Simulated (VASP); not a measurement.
Crystal: Fe.

```
CELL_PARAMETERS angstrom
-1.43300 1.43300 1.43300
1.43300 -1.43300 1.43300
1.43300 1.43300 -1.43300
ATOMIC_POSITIONS crystal
Fe 0.00000 0.00000 0.00000
```

Program: VASP 6.6.1. Alike in all runs: task single point; cell as given; k mesh 12 × 12 × 12; cutoff (eV) 520; smearing fermi-dirac 0.1 eV.

Question: Order these runs on this cell by their pressure, lowest first.
A. level PBE; potentials or basis VASP PAW PBE potentials, release 64 (Fe); spin off
B. level PBE; potentials or basis VASP PAW PBE potentials, release 64 (Fe); spin collinear, ferromagnetic start
C. level LDA; potentials or basis VASP PAW LDA potentials, release 64 (Fe); spin off

Answer: C (-37.7 GPa), A (-22.7 GPa), B (-5.7 GPa).
